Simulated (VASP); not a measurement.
Crystal: InGe.

```xyz
2
Lattice="0.0000 3.1350 3.1350 3.1350 0.0000 3.1350 3.1350 3.1350 0.0000" Properties=species:S:1:pos:R:3 pbc="T T T"
In    0.0000    0.0000    0.0000
Ge    1.5675    1.5675    1.5675
```

- Program: VASP 6.6.1
- Task: relaxation of cell and atoms
- Functional: PBEsol
- Potentials or basis: VASP PAW PBE potentials, release 64 (In_d, Ge_d)
- Cutoff: 500 eV
- k mesh: 7 × 7 × 7
- Occupations: methfessel-paxton, width 0.05 eV
- Spin: no spin polarisation

At the start: pressure -2.7 GPa; volume 30.81 Å³/atom.

**Question.** Where does the relaxation end?

**Answer.** Over 3 steps the energy falls by 19.6 meV/atom and the volume is 28.67 Å³/atom (-7.0 %); space group F-43m (No. 216, to 0.1 Å) before and after.

The path:
```csv
step,energy change (eV),largest force (eV/Å),pressure (GPa),volume (Å³)
1,0.0000,0.0000,-2.72,61.62
2,-0.0391,0.0000,0.21,57.08
3,-0.0392,0.0000,0.01,57.34
```

Final structure:
```xyz
2
Lattice="0.0000 3.0606 3.0606 3.0606 0.0000 3.0606 3.0606 3.0606 0.0000" Properties=species:S:1:pos:R:3 pbc="T T T"
In    0.0000    0.0000    0.0000
Ge    1.5303    1.5303    1.5303
```

Caveat: the PAW data sets were made with another functional, which shifts forces and pressure a little; an odd number of electrons without spin polarisation forces a metal; a magnetic or distorted state may lie lower.
